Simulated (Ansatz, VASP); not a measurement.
## One calculation of ScAl3N4, two programs

```xyz
16
Lattice="4.8402 -2.7930 -0.0064 -3.2297 -0.0167 -4.9206 3.2603 5.6441 -0.0010" Properties=species:S:1:pos:R:3 pbc="T T T"
Sc    1.5792   -0.9680   -0.1807
Sc    3.2947   -1.8821   -2.5935
Al    4.8347   -0.8520    0.0470
Al    3.2699    1.9265   -0.0102
Al    6.4740    1.8431   -0.0281
Al    1.6452    1.0359   -2.4189
Al    4.8668    0.9535   -2.4616
Al    3.1931    3.7046   -2.5373
N     1.4895   -0.8308   -2.9122
N     0.1476    1.9693   -3.0408
N     3.2729    1.8409   -3.0313
N     1.6035    4.5695   -3.0461
N     3.3842   -1.9529   -0.5136
N     1.6270    1.0951   -0.4635
N     4.8278    0.9731   -0.5507
N     3.1205    3.6697   -0.6480
```

Alike in both runs: functional PBEsol; k mesh 4 × 4 × 4; occupations gaussian, width 0.1 eV; no spin polarisation.

Ansatz relaxed the structure, and its values are those at the end. VASP's run is a single point on that final structure, the one shown.

```csv
,VASP,Ansatz
version,VASP 6.6.1,Ansatz 0.2.0
potentials or method,"VASP PAW PBE potentials, release 64 (Sc_sv, Al, N), cutoff 520 eV","scalar-relativistic, plane waves, PAW"
valence electrons in the cell,80,80
```

```csv
,VASP,Ansatz,Ansatz less VASP
gap on the k mesh at the Fermi level (eV),3.38,3.39,+0.005
least direct gap on the mesh (eV),3.60,3.60,-0.008
pressure (GPa),0.2,0.0,-0.23
rms of the force components (eV/Å),0.022,0.007,-0.0153
```

VASP's potentials were made for PBE, not for PBEsol, and Ansatz warns of the same on its side.
